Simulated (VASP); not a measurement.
Au, 1 atom in the cell. Symmetry: Im-3m, No. 229, cubic system. Conventional cell: a = 3.315 Å, b = 3.315 Å, c = 3.315 Å, α = 90.00°, β = 90.00°, γ = 90.00°. Au (site symmetry m-3m) has 14 Au at 2.87 to 3.31 Å within 3.8 Å. 

* Program: VASP 6.6.1
* Task: single point
* Functional: r2SCAN
* Potentials or basis: VASP PAW PBE potentials, release 64 (Au)
* Cutoff: 520 eV
* k mesh: 6 × 6 × 6
* Occupations: fermi-dirac, width 0.05 eV
* Spin: no spin polarisation
* Dipole correction: no
* Further INCAR settings: ALGO = Normal; EDIFF = 1e-06; NBANDS = 12

Potentials or basis: VASP PAW PBE potentials, release 64 (Au).

Launch:

```console
$ cat potpaw_PBE.64/Au/POTCAR > POTCAR
$ cp INCAR.step1 INCAR
$ mpirun -np 1 vasp_std > vasp.out
$ cp INCAR.step2 INCAR
$ mpirun -np 1 vasp_std > vasp.out
```

Hardware: 1 thread of Intel Xeon 8259CL, on a shared host.

How long does it take, and how much memory?

It took 16 s on 1 thread of Intel Xeon 8259CL (shared host), peak memory 0.14 GiB. Counts: k points 16.
